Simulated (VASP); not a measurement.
# TiO2 (Pbcn) in VASP: further runs

Runs on TiO2. Level: PBE+U. Tasks: single point.

Program: VASP 6.6.1. These are calculated values, not measurements. Logs are shortened: lines on timing, memory, paths and dates and some standing lists are left out, and cuts for length are marked.

## (1) The cell of the first run

Symmetry: Pbcn, No. 60, orthorhombic system. Conventional cell: a = 4.545 Å, b = 5.503 Å, c = 4.927 Å, α = 90.00°, β = 90.00°, γ = 90.00°. Within 2.5 Å of Ti (site symmetry 2) lie 6 O at 1.90 to 2.06 Å. O (site symmetry 1) has 3 Ti at 1.90 to 2.06 Å and 12 O at 2.56 to 2.98 Å within 3.0 Å.

## (2) Single point, PBE+U

The input, INCAR:

```
SYSTEM = TiO2
PREC     = Accurate       ! precision mode
ENCUT    = 520            ! plane-wave cutoff, eV
EDIFF    = 1E-7           ! SCF threshold, eV
ISMEAR   = 0              ! smearing method
SIGMA    = 0.02           ! smearing width, eV
LREAL    = .FALSE.        ! projectors in reciprocal space
LASPH    = .TRUE.         ! aspherical terms in the spheres
NELM     = 150            ! most SCF steps
ALGO     = Normal         ! electronic algorithm
ISIF     = 2              ! what is computed and relaxed
LWAVE    = .FALSE.        ! write WAVECAR
LCHARG   = .FALSE.        ! write CHGCAR
LMAXMIX  = 4              ! l up to which the mixer works
LDAU     = .TRUE.         ! DFT+U
LDAUTYPE = 2            
LDAUL    = 2 -1           ! shell
LDAUU    = 4 0            ! U, eV
LDAUJ    = 0 0          
LDAUPRINT= 1            
GGA      = PE             ! functional
NBANDS   = 60             ! bands
```

The input, KPOINTS:

```
Automatic mesh
0
G
  6 4 6
  0 0 0
```

The input, POSCAR:

```
TiO2
1.0
    4.5453143538      0.0000000000      0.0000000000
    0.0000000000      5.5032074459      0.0000000000
    0.0000000000      0.0000000000      4.9271704870
Ti O
4 8
Direct
    0.5000000000      0.6706333521      0.7500000000
    0.0000000000      0.8293666479      0.2500000000
    0.5000000000      0.3293666479      0.2500000000
    0.0000000000      0.1706333521      0.7500000000
    0.7290262914      0.6149433631      0.0803880766
    0.2290262914      0.8850566369      0.9196119234
    0.7709737086      0.8850566369      0.5803880766
    0.2709737086      0.6149433631      0.4196119234
    0.7290262914      0.3850566369      0.5803880766
    0.2290262914      0.1149433631      0.4196119234
    0.7709737086      0.1149433631      0.0803880766
    0.2709737086      0.3850566369      0.9196119234
```

Potentials or basis: VASP PAW PBE potentials, release 64 (Ti_sv, O).

Run with:

```sh
> cat potpaw_PBE.64/Ti_sv/POTCAR potpaw_PBE.64/O/POTCAR > POTCAR
> mpirun -np 1 vasp_std > vasp.out
```

OUTCAR:

```text
SYSTEM = TiO2
   PREC = Accurate
   ENCUT = 520
   EDIFF = 1E-7
   ISMEAR = 0
   LREAL = .FALSE.
   LASPH = .TRUE.
   NELM = 150
   ISIF = 2
   GGA = PE

 ion  position               nearest neighbor table
   1  0.500  0.671  0.750-   6 1.90   7 1.90   5 1.96   8 1.96   9 2.06  12 2.06
   2  0.000  0.829  0.250-   5 1.90   8 1.90   7 1.96   6 1.96  10 2.06  11 2.06
   3  0.500  0.329  0.250-  10 1.90  11 1.90   9 1.96  12 1.96   5 2.06   8 2.06
   4  0.000  0.171  0.750-   9 1.90  12 1.90  11 1.96  10 1.96   6 2.06   7 2.06
   5  0.729  0.615  0.080-   2 1.90   1 1.96   3 2.06
   6  0.229  0.885  0.920-   1 1.90   2 1.96   4 2.06
   7  0.771  0.885  0.580-   1 1.90   2 1.96   4 2.06
   8  0.271  0.615  0.420-   2 1.90   1 1.96   3 2.06
   9  0.729  0.385  0.580-   4 1.90   3 1.96   1 2.06
  10  0.229  0.115  0.420-   3 1.90   4 1.96   2 2.06
  11  0.771  0.115  0.080-   3 1.90   4 1.96   2 2.06
  12  0.271  0.385  0.920-   4 1.90   3 1.96   1 2.06

  LATTYP: Found a simple orthorhombic cell.
 ALAT       =     4.5453143538
 B/A-ratio  =     1.0840109404
 C/A-ratio  =     1.2107429800

  Lattice vectors:

 A1 = (  -4.5453143538,   0.0000000000,   0.0000000000)
 A2 = (   0.0000000000,   0.0000000000,   4.9271704870)
 A3 = (   0.0000000000,   5.5032074459,   0.0000000000)

Analysis of symmetry for initial positions (statically):
=====================================================================
 Subroutine PRICEL returns:
 Original cell was already a primitive cell.

 Routine SETGRP: Setting up the symmetry group for a
 simple orthorhombic supercell.

 Subroutine GETGRP returns: Found  8 space group operations
 (whereof  2 operations were pure point group operations)
 out of a pool of  8 trial point group operations.

The static configuration has the point symmetry S_2 .
 The point group associated with its full space group is D_2h.

Analysis of symmetry for dynamics (positions and initial velocities):
=====================================================================
 Subroutine PRICEL returns:
 Original cell was already a primitive cell.

 Routine SETGRP: Setting up the symmetry group for a
 simple orthorhombic supercell.

 Subroutine GETGRP returns: Found  8 space group operations
 (whereof  2 operations were pure point group operations)
 out of a pool of  8 trial point group operations.

The dynamic configuration has the point symmetry S_2 .
 The point group associated with its full space group is D_2h.

 Subroutine INISYM returns: Found  8 space group operations
 (whereof  2 operations are pure point group operations),
 and found     1 'primitive' translations

----------------------------------------------------------------------------------------

                                     Primitive cell

  volume of cell :     123.2473

  direct lattice vectors                    reciprocal lattice vectors
     4.545314354  0.000000000  0.000000000     0.220006785  0.000000000  0.000000000
     0.000000000  5.503207446  0.000000000     0.000000000  0.181712212  0.000000000
     0.000000000  0.000000000  4.927170487     0.000000000  0.000000000  0.202956241

  length of vectors
     4.545314354  5.503207446  4.927170487     0.220006785  0.181712212  0.202956241

  position of ions in fractional coordinates (direct lattice)
     0.500000000  0.670633352  0.750000000
     0.000000000  0.829366648  0.250000000
     0.500000000  0.329366648  0.250000000
     0.000000000  0.170633352  0.750000000
[... 83 lines left out ...]
   NGX,Y,Z   is equivalent  to a cutoff of  13.17, 12.69, 13.50 a.u.
   NGXF,Y,Z  is equivalent  to a cutoff of  26.33, 25.38, 26.99 a.u.
 SYSTEM =  TiO2
   PREC   = accura    normal or accurate (medium, high low for compatibility)
   ISTART =      0    job   : 0-new  1-cont  2-samecut
   ICHARG =      2    charge: 1-file 2-atom 10-const
   ISPIN  =      1    spin polarized calculation?
   LNONCOLLINEAR =      F non collinear calculations
   LSORBIT =      F    spin-orbit coupling
   LASPH  =      T    aspherical Exc in radial PAW
[... 36 lines left out ...]
  o =  0.1112  v =  0.0000  0.0000  0.0000  0.0000  0.0000  0.0000  0.0000 -0.2574  0.0723  0.9636      0.0000  0.0000  0.0000  0.0000  0.0000  0.0000  0.0000  0.0000  0.0000  0.0000
  o =  0.1112  v =  0.0000  0.0000 -0.2574  0.0723  0.9636  0.0000  0.0000  0.0000  0.0000  0.0000      0.0000  0.0000  0.0000  0.0000  0.0000  0.0000  0.0000  0.0000  0.0000  0.0000
  o =  0.2471  v = -0.8231 -0.5679 -0.0000 -0.0000  0.0000  0.0000  0.0000  0.0000  0.0000  0.0000      0.0000  0.0000  0.0000  0.0000  0.0000  0.0000  0.0000  0.0000  0.0000  0.0000
  o =  0.2471  v =  0.0000  0.0000  0.0000  0.0000  0.0000 -0.8231 -0.5679 -0.0000 -0.0000  0.0000      0.0000  0.0000  0.0000  0.0000  0.0000  0.0000  0.0000  0.0000  0.0000  0.0000
  o =  0.2580  v =  0.0000 -0.0000  0.5259 -0.8261  0.2025  0.0000  0.0000  0.0000  0.0000  0.0000      0.0000  0.0000  0.0000  0.0000  0.0000  0.0000  0.0000  0.0000  0.0000  0.0000
  o =  0.2580  v =  0.0000  0.0000  0.0000  0.0000  0.0000  0.0000 -0.0000  0.5259 -0.8261  0.2025      0.0000  0.0000  0.0000  0.0000  0.0000  0.0000  0.0000  0.0000  0.0000  0.0000

 number of electron      96.0000011 magnetization

 Free energy of the ion-electron system (eV)
  ---------------------------------------------------
  ext. energy  EPLUGINS =         0.00000000
  ---------------------------------------------------
  free energy    TOTEN  =       -96.57783247 eV

  energy without entropy =      -96.57783247  energy(sigma->0) =      -96.57783247

 E-fermi :   5.1544     XC(G=0): -11.5355

 val. band max:        4.9586411997   @ k =   0.0000   0.0000   0.0000
 cond. band min:       7.9970086660   @ k =   0.0000   0.0000   0.5000
 fundamental gap:      3.0383674662
 Fermi energy:         5.1543781583

 k-point     1 :       0.0000    0.0000    0.0000
  band No.  band energies     occupation
      1     -52.5887      2.00000
      2     -52.5688      2.00000
      3     -52.5591      2.00000
      4     -52.5548      2.00000
      5     -28.9512      2.00000
      6     -28.8856      2.00000
[... 1501 lines left out ...]
     59       9.3569      0.00000
     60       9.3569      0.00000

 [... further k-points ...]

------------------------ aborting loop because EDIFF is reached ----------------------------------------

  FORCE on cell =-STRESS in cart. coord.  units (eV):
  Direction    XX          YY          ZZ          XY          YZ          ZX
  --------------------------------------------------------------------------------------
  -------------------------------------------------------------------------------------
  Total        9.1114414      8.2312252      9.2071608      0.0000000      0.0000000      0.0000000
  in kB      118.4459657    107.0034229    119.6902885      0.0000000      0.0000000      0.0000000
  external PRESSURE =     115.0465590 kB  Pullay stress =       0.0000000 kB

 VOLUME and BASIS-vectors are now :
 -----------------------------------------------------------------------------
  energy-cutoff  :      520.00
  volume of cell :      123.25
      direct lattice vectors                 reciprocal lattice vectors
     4.545314354  0.000000000  0.000000000     0.220006785  0.000000000  0.000000000
     0.000000000  5.503207446  0.000000000     0.000000000  0.181712212  0.000000000
     0.000000000  0.000000000  4.927170487     0.000000000  0.000000000  0.202956241

 POSITION                                       TOTAL-FORCE (eV/Angst)
 -----------------------------------------------------------------------------------
      2.27266      3.69063      3.69538        -0.000000     -0.272026     -0.000000
      0.00000      4.56418      1.23179        -0.000000      0.272026     -0.000000
      2.27266      1.81257      1.23179        -0.000000      0.272026     -0.000000
      0.00000      0.93903      3.69538        -0.000000     -0.272026     -0.000000
      3.31365      3.38416      0.39609        -0.000645     -0.144053      0.013131
      1.04100      4.87065      4.53108        -0.000645      0.144053     -0.013131
      3.50432      4.87065      2.85967         0.000645      0.144053      0.013131
      1.23166      3.38416      2.06750         0.000645     -0.144053     -0.013131
      3.31365      2.11905      2.85967        -0.000645      0.144053      0.013131
      1.04100      0.63256      2.06750        -0.000645     -0.144053     -0.013131
      3.50432      0.63256      0.39609         0.000645     -0.144053      0.013131
      1.23166      2.11905      4.53108         0.000645      0.144053     -0.013131
 -----------------------------------------------------------------------------------
    total drift:                               -0.000000      0.000000     -0.000000

  FREE ENERGIE OF THE ION-ELECTRON SYSTEM (eV)
  ---------------------------------------------------
  free  energy   TOTEN  =       -96.5778324678 eV

  energy  without entropy=      -96.5778324678  energy(sigma->0) =      -96.57783247
```

Wall time 11 min (1 thread of Oxide Virtual Turin-like, shared host); peak memory 0.36 GiB.

Results:

* Free energy: -96.5778 eV
* Pressure: 11.5 GPa
* Largest force: 0.272 eV/Å
* Band gap on the k mesh: 3.04 eV (least direct gap 3.09 eV)

Forces on the atoms (eV/Å):
```
Ti   0.000 -0.272  0.000
Ti   0.000  0.272  0.000
Ti   0.000  0.272  0.000
Ti   0.000 -0.272  0.000
O   -0.001 -0.144  0.013
O   -0.001  0.144 -0.013
O    0.001  0.144  0.013
O    0.001 -0.144 -0.013
O   -0.001  0.144  0.013
O   -0.001 -0.144 -0.013
O    0.001 -0.144  0.013
O    0.001  0.144 -0.013
```

Levels at points of the mesh, in eV from the valence-band top:
```tsv
k point	band 45	band 46	band 47	band 48	band 49	band 50	band 51	band 52
(0.00, 0.00, 0.00)	-0.43	-0.42	-0.08	0.00	3.09	3.12	3.15	3.26
(0.50, 0.00, 0.00)	-0.41	-0.41	-0.26	-0.26	3.54	3.54	3.68	3.68
(0.00, 0.50, 0.00)	-1.22	-1.22	-0.17	-0.17	3.27	3.27	3.63	3.63
(0.50, 0.50, 0.00)	-0.61	-0.61	-0.37	-0.37	3.36	3.36	3.43	3.43
(0.00, 0.00, 0.50)	-0.44	-0.44	-0.34	-0.34	3.04	3.04	3.47	3.47
(0.50, 0.00, 0.50)	-0.48	-0.48	-0.48	-0.48	3.38	3.38	3.38	3.38
(0.00, 0.50, 0.50)	-0.48	-0.48	-0.48	-0.48	3.38	3.38	3.38	3.38
(0.50, 0.50, 0.50)	-0.80	-0.80	-0.80	-0.80	3.34	3.34	3.34	3.34
```

Eigenvalues of the final occupation matrices:
```csv
site,spin,trace,eigenvalues
site 1 d,1,0.80,0.09 0.09 0.11 0.25 0.26
site 1 d,2,0.80,0.09 0.09 0.11 0.25 0.26
site 2 d,1,0.80,0.09 0.09 0.11 0.25 0.26
site 2 d,2,0.80,0.09 0.09 0.11 0.25 0.26
site 3 d,1,0.80,0.09 0.09 0.11 0.25 0.26
site 3 d,2,0.80,0.09 0.09 0.11 0.25 0.26
site 4 d,1,0.80,0.09 0.09 0.11 0.25 0.26
site 4 d,2,0.80,0.09 0.09 0.11 0.25 0.26
```

Caveat: the cell stands under pressure. A k mesh can miss the band edges.

(Continued in part 2 of 2.)
